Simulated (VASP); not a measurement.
# Hf (Pm-3m) in VASP: further runs, part 2 of 3

VASP 6.6.1.

## (3) Single point, PBE

Input file INCAR:

```
PREC = Accurate ; ENCUT = 520
EDIFF = 1E-6 ; ISMEAR = -1
SIGMA = 0.08 ; LREAL = F
LASPH = T ; NELM = 80
ALGO = Normal ; ISIF = 2
LWAVE = F ; LCHARG = F
GGA = PE ; NBANDS = 11
```

Input file KPOINTS:

```
regular mesh
0
Gamma
  14 14 14
```

Input file POSCAR:

```
Hf
1.0
    2.6768379144      0.0000000000      0.0000000000
    0.0000000000      2.6768379144      0.0000000000
    0.0000000000      0.0000000000      2.6768379144
Hf
1
Direct
    0.0000000000      0.0000000000      0.0000000000
```

Potentials or basis: VASP PAW PBE potentials, release 64 (Hf_pv).

Run with:

```bash
cat potpaw_PBE.64/Hf_pv/POTCAR > POTCAR
mpirun -np 1 vasp_std > vasp.out
```

OUTCAR:

```text
PREC = Accurate
   ENCUT = 520
   EDIFF = 1E-6
   ISMEAR = -1
   LREAL = F
   LASPH = T
   NELM = 80
   ISIF = 2
   GGA = PE

 ion  position               nearest neighbor table
   1  0.000  0.000  0.000-

  LATTYP: Found a simple cubic cell.
 ALAT       =     2.6768379144

  Lattice vectors:

 A1 = (   2.6768379144,   0.0000000000,   0.0000000000)
 A2 = (   0.0000000000,   2.6768379144,   0.0000000000)
 A3 = (   0.0000000000,   0.0000000000,   2.6768379144)

Analysis of symmetry for initial positions (statically):
=====================================================================
 Subroutine PRICEL returns:
 Original cell was already a primitive cell.

 Routine SETGRP: Setting up the symmetry group for a
 simple cubic supercell.

 Subroutine GETGRP returns: Found 48 space group operations
[... 9 lines left out ...]

 Routine SETGRP: Setting up the symmetry group for a
 simple cubic supercell.

 Subroutine GETGRP returns: Found 48 space group operations
[... 11 lines left out ...]
                                     Primitive cell

  volume of cell :      19.1808

  direct lattice vectors                    reciprocal lattice vectors
     2.676837914  0.000000000  0.000000000     0.373575103  0.000000000  0.000000000
     0.000000000  2.676837914  0.000000000     0.000000000  0.373575103  0.000000000
     0.000000000  0.000000000  2.676837914     0.000000000  0.000000000  0.373575103

  length of vectors
     2.676837914  2.676837914  2.676837914     0.373575103  0.373575103  0.373575103

  position of ions in fractional coordinates (direct lattice)
     0.000000000  0.000000000  0.000000000

  ion indices of the primitive-cell ions
   primitive index   ion index
                 1           1

----------------------------------------------------------------------------------------

 KPOINTS: regular mesh

Automatic generation of k-mesh.
 Grid dimensions read from file:
 generate k-points for:   14   14   14

 Generating k-lattice:

  Cartesian coordinates                     Fractional coordinates (reciprocal lattice)
     0.026683936  0.000000000  0.000000000     0.071428571  0.000000000  0.000000000
     0.000000000  0.026683936  0.000000000     0.000000000  0.071428571  0.000000000
     0.000000000  0.000000000  0.026683936     0.000000000  0.000000000  0.071428571

  Length of vectors
     0.026683936  0.026683936  0.026683936

  Shift w.r.t. Gamma in fractional coordinates (k-lattice)
     0.000000000  0.000000000  0.000000000

 Subroutine IBZKPT returns following result:
 ===========================================

 Found    120 irreducible k-points:

 Following reciprocal coordinates:
            Coordinates               Weight
  0.000000  0.000000  0.000000      1.000000
  0.071429  0.000000  0.000000      6.000000
  0.142857  0.000000  0.000000      6.000000
  0.214286  0.000000  0.000000      6.000000
  0.285714  0.000000  0.000000      6.000000
  0.357143  0.000000  0.000000      6.000000
[... 16 lines left out ...]
  0.285714  0.214286  0.000000     24.000000
  0.357143  0.214286  0.000000     24.000000
 [... further k-points ...]
   k-points           NKPTS =    120   k-points in BZ     NKDIM =    120   number of bands    NBANDS=     11
   number of dos      NEDOS =    301   number of ions     NIONS =      1
   total plane-waves  NPLWV =   8000
   dimension x,y,z NGX =    20 NGY =   20 NGZ =   20
   dimension x,y,z NGXF=    40 NGYF=   40 NGZF=   40
   ions per type =               1
   NGX,Y,Z   is equivalent  to a cutoff of  12.42, 12.42, 12.42 a.u.
   NGXF,Y,Z  is equivalent  to a cutoff of  24.84, 24.84, 24.84 a.u.
 SYSTEM =  unknown system
   PREC   = accura    normal or accurate (medium, high low for compatibility)
   ISTART =      0    job   : 0-new  1-cont  2-samecut
   ICHARG =      2    charge: 1-file 2-atom 10-const
   ISPIN  =      1    spin polarized calculation?
   LNONCOLLINEAR =      F non collinear calculations
   LSORBIT =      F    spin-orbit coupling
   LASPH  =      T    aspherical Exc in radial PAW
   ENCUT  =  520.0 eV  38.22 Ry    6.18 a.u.   4.98  4.98  4.98*2*pi/ulx,y,z
   NELM   =     80;   NELMIN=  2; NELMDL= -5     # of ELM steps
   EDIFF  = 0.1E-05   stopping-criterion for ELM
   LREAL  =      F    real-space projection
   EDIFFG = 0.1E-04   stopping-criterion for IOM
   NSW    =      0    number of steps for IOM
   IBRION =     -1    ionic relax: 0-MD 1-quasi-New 2-CG
   NFREE  =      0    steps in history (QN), initial steepest desc. (CG)
   ISIF   =      2    stress and relaxation
   ISYM   =      2    0-nonsym 1-usesym 2-fastsym
   POTIM  = 0.5000    time-step for ionic-motion
   TEBEG  =    0.0;   TEEND  =   0.0 temperature during run
   PSTRESS=    0.0 pullay stress
   NELECT =      10.0000    total number of electrons
   NUPDOWN=      -1.0000    fix difference up-down
   EMIN   =  10.00;   EMAX   =-10.00  energy-range for DOS
   EFERMI =   0.00;   METHOD = LEGACY
   ISMEAR =    -1;   SIGMA  =   0.08  broadening in eV -4-tet -1-fermi 0-gaus
   EFERMI_NEDOS =   21; number of points for ismear=-14 and -15
   IALGO  =     38    algorithm
   IMIX   =      4    mixing-type and parameters
     AMIX     =   0.40;   BMIX     =  1.00
     AMIX_MAG =   1.60;   BMIX_MAG =  1.00
  volume/ion in A,a.u.               =      19.18       129.44
  Fermi-wavevector in a.u.,A,eV,Ry     =   1.317608  2.489917 23.620935  1.736090
  Thomas-Fermi vector in A             =   2.447637
   LORBIT       =      0    0 simple, 1 ext, 2 COOP (PROOUT), +10 PAW based schemes
   GGA     = PE    functional components
   LHFCALC =     F    Hartree Fock is set to
   AEXX    =    0.0000 exact exchange contribution
   IVDW    =     0    specifies the selected vdW correction
   LEPSILON=     F    determine dielectric tensor
   LRPA    =     F    only Hartree local field effects (RPA)
 non-spin polarized calculation
  energy-cutoff  :      520.00
  volume of cell :       19.18
 maximum number of plane-waves:       552
 NGX is ok and might be reduce to    20
   NGX =  9   NGY =  9   NGZ =  9

 number of electron      10.0000000 magnetization

 number of electron       9.9999999 magnetization

 Free energy of the ion-electron system (eV)
  ---------------------------------------------------
  ext. energy  EPLUGINS =         0.00000000
  ---------------------------------------------------
  free energy    TOTEN  =        -8.44574292 eV

  energy without entropy =       -8.41843550  energy(sigma->0) =       -8.43208921

 E-fermi :   5.5768     XC(G=0): -11.9085

 val. band max:        5.5463808097   @ k =   0.4286   0.1429   0.0000
 cond. band min:       5.5886540737   @ k =   0.5000   0.1429   0.0714
 fundamental gap:      0.0422732640
 Fermi energy:         5.5767935514

 k-point     1 :       0.0000    0.0000    0.0000
  band No.  band energies     occupation
      1     -23.5755      2.00000
      2     -23.5755      2.00000
      3     -23.5755      2.00000
      4      -1.6176      2.00000
      5       3.4426      2.00000
      6       3.4426      2.00000
      7      14.0212      0.00000
      8      14.0212      0.00000
      9      14.0212      0.00000
     10      19.3955      0.00000
     11      20.9795      0.00000

 k-point     2 :       0.0714    0.0000    0.0000
  band No.  band energies     occupation
      1     -23.6843      2.00000
      2     -23.5665      2.00000
      3     -23.5665      2.00000
      4      -1.4378      2.00000
      5       3.4944      2.00000
      6       3.6414      2.00000
      7      13.6001      0.00000
      8      13.6001      0.00000
      9      14.0472      0.00000
     10      19.3865      0.00000
     11      20.1219      0.00000

 k-point     3 :       0.1429    0.0000    0.0000
  band No.  band energies     occupation
      1     -23.9805      2.00000
      2     -23.5412      2.00000
      3     -23.5412      2.00000
      4      -0.9447      2.00000
      5       3.6437      2.00000
      6       4.2134      2.00000
      7      12.6336      0.00000
      8      12.6336      0.00000
      9      14.1208      0.00000
     10      18.4822      0.00000
     11      19.4168      0.00000
[... 267 lines left out ...]
 k-point    23 :       0.2857    0.2143    0.0000
  band No.  band energies     occupation
      1     -24.7183      2.00000
      2     -24.2414      2.00000
      3     -23.3949      2.00000
      4       1.7424      2.00000
      5       4.7942      1.99989
      6       6.7394      0.00000
      7       8.8340      0.00000
      8      10.8546      0.00000
      9      12.1900      0.00000
     10      18.0045      0.00000
     11      19.3869      0.00000

 k-point    24 :       0.3571    0.2143    0.0000
  band No.  band energies     occupation
      1     -25.0753      2.00000
      2     -24.1951      2.00000
      3     -23.3584      2.00000
      4       2.4280      2.00000
      5       4.6163      1.99999
      6       6.7184      0.00000
      7       9.5571      0.00000
      8      10.1590      0.00000
      9      12.3202      0.00000
     10      17.5120      0.00000
     11      19.3972      0.00000

 [... further k-points ...]
[... 5 lines left out ...]
  --------------------------------------------------------------------------------------
  -------------------------------------------------------------------------------------
  Total        3.5136783      3.5136783      3.5136783     -0.0000000      0.0000000     -0.0000000
  in kB      293.4988148    293.4988148    293.4988148     -0.0000000      0.0000000     -0.0000000
  external PRESSURE =     293.4988148 kB  Pullay stress =       0.0000000 kB

 VOLUME and BASIS-vectors are now :
 -----------------------------------------------------------------------------
  energy-cutoff  :      520.00
  volume of cell :       19.18
      direct lattice vectors                 reciprocal lattice vectors
     2.676837914  0.000000000  0.000000000     0.373575103  0.000000000  0.000000000
     0.000000000  2.676837914  0.000000000     0.000000000  0.373575103  0.000000000
     0.000000000  0.000000000  2.676837914     0.000000000  0.000000000  0.373575103

 POSITION                                       TOTAL-FORCE (eV/Angst)
 -----------------------------------------------------------------------------------
      0.00000      0.00000      0.00000         0.000000      0.000000      0.000000
 -----------------------------------------------------------------------------------
    total drift:                               -0.000000     -0.000000     -0.000000

  FREE ENERGIE OF THE ION-ELECTRON SYSTEM (eV)
  ---------------------------------------------------
  free  energy   TOTEN  =        -8.4457429151 eV

  energy  without entropy=       -8.4184354959  energy(sigma->0) =       -8.43208921
```

It took 22 s on 1 thread of AMD EPYC 7R43 (Zen 3), shared host; peak memory 0.1 GiB.

Results:

```
Free energy            : -8.4457 eV
Pressure               : 29.3 GPa
Band gap on the k mesh : zero (band 5 reaches 6.49 eV, above the bottom of band 6 at 3.40 eV)
```

Levels at points of the mesh, in eV from the Fermi level:
| k point | band 3 | band 4 | band 5 | band 6 | band 7 | band 8 |
| --- | --- | --- | --- | --- | --- | --- |
| (0.00, 0.00, 0.00) | -29.15 | -7.19 | -2.13 | -2.13 | 8.44 | 8.44 |
| (0.50, 0.00, 0.00) | -28.97 | -3.25 | -0.91 | 0.44 | 3.60 | 3.60 |
| (0.50, 0.50, 0.00) | -28.79 | -4.22 | -0.50 | 4.65 | 4.65 | 6.16 |
| (0.50, 0.50, 0.50) | -30.52 | -2.17 | -2.17 | -2.17 | 6.88 | 12.00 |

Caveat: spin-orbit coupling is left out, which moves the levels of the heavy elements.

(Part 2 of 3 ends here.)
